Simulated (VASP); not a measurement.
Here is a VASP 6.6.1 calculation.

File POSCAR:

```
CaS
1.0
    2.8812658363      2.8812658363      0.0000000000
   -2.8812658363      2.8812658363      0.0000000000
    0.0000000000      2.8812658363      2.8812658363
Ca S
1 1
Direct
    0.0000000000      0.0000000000      0.0000000000
    0.5000000000      0.5000000000      0.0000000000
```

File INCAR.step1:

```
  ALGO = Normal
  EDIFF = 1E-5
  ENCUT = 550
  GGA = PE
  GGA_COMPAT = False
  ISMEAR = 0
  LASPH = True
  LCHARG = False
  LREAL = False
  LWAVE = True
  NBANDS = 15
  NELM = 120
  PREC = Accurate
  SIGMA = 0.01
```

The input INCAR.step2:

```
  ALGO = Normal
  EDIFF = 1E-6
  ENCUT = 550
  GGA_COMPAT = False
  ISIF = 2
  ISMEAR = 0
  ISTART = 1
  LASPH = True
  LCHARG = False
  LMIXTAU = True
  LREAL = False
  LWAVE = False
  METAGGA = R2SCAN
  NBANDS = 15
  NELM = 120
  PREC = Accurate
  SIGMA = 0.01
```

The input KPOINTS:

```
k-points
0
Gamma
  8 8 8
```

Potentials or basis: VASP PAW PBE potentials, release 64 (Ca_sv, S).

Run with:

```console
$ cat potpaw_PBE.64/Ca_sv/POTCAR potpaw_PBE.64/S/POTCAR > POTCAR
$ cp INCAR.step1 INCAR
$ mpirun -np 1 vasp_std > vasp.out
$ cp INCAR.step2 INCAR
$ mpirun -np 1 vasp_std > vasp.out
```

Question: Predict the band gap on the k mesh.

Answer: 2.88 eV, indirect (least direct gap 3.68 eV).

Question: What does it give for the pressure?

Answer: -1.7 GPa.

Caveat: the PAW data sets were made with another functional, which shifts forces and pressure a little. A k mesh can miss the band edges.
